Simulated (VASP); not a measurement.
## Nb4Si: single point with PBE

Nb4Si:

```
CELL_PARAMETERS angstrom
4.65626 0.00000 0.00000
0.00000 4.65626 0.00000
0.00000 0.00000 4.65626
ATOMIC_POSITIONS crystal
Nb 0.50000 0.00000 0.00000
Nb 0.00000 0.50000 0.00000
Nb 0.00000 0.00000 0.50000
Nb 0.50000 0.50000 0.50000
Si 0.00000 0.00000 0.00000
```

The cell was generated, and may not be a known phase.

```
Program                : VASP 6.6.1
Task                   : single point
Functional             : PBE
Potentials or basis    : VASP PAW PBE potentials, release 64 (Nb_sv, Si)
Cutoff                 : 520 eV
k mesh                 : 8 × 8 × 8
Occupations            : gaussian, width 0.1 eV
Spin                   : no spin polarisation
Dipole correction      : no
Further INCAR settings : ALGO = Fast; EDIFF = 1e-06; NBANDS = 36
```

```yaml
Pressure: -0.3 GPa
Band_gap_on_the_k_mesh: zero (bands 28 and 29 overlap by 0.68 eV)
```

Levels at points of the mesh, in eV from the Fermi level:
```tsv
k point	band 24	band 25	band 26	band 27	band 28	band 29	band 30	band 31	band 32	band 33
(0.00, 0.00, 0.00)	-0.33	-0.33	-0.33	-0.14	-0.14	-0.14	0.68	0.68	2.60	2.63
(0.50, 0.00, 0.00)	-1.70	-1.32	-1.32	-1.17	0.46	0.80	0.80	0.82	0.91	1.24
(0.50, 0.50, 0.00)	-1.30	-1.16	-1.16	-0.77	-0.54	0.11	0.11	0.94	1.13	1.38
(0.50, 0.50, 0.50)	-1.33	0.01	0.01	0.01	0.09	0.09	0.44	0.44	0.44	2.67
```

It took 3.6 min on 1 thread of Intel(R) Xeon(R) Platinum 8559C (Emerald Rapids) (shared host), peak memory 0.26 GiB.
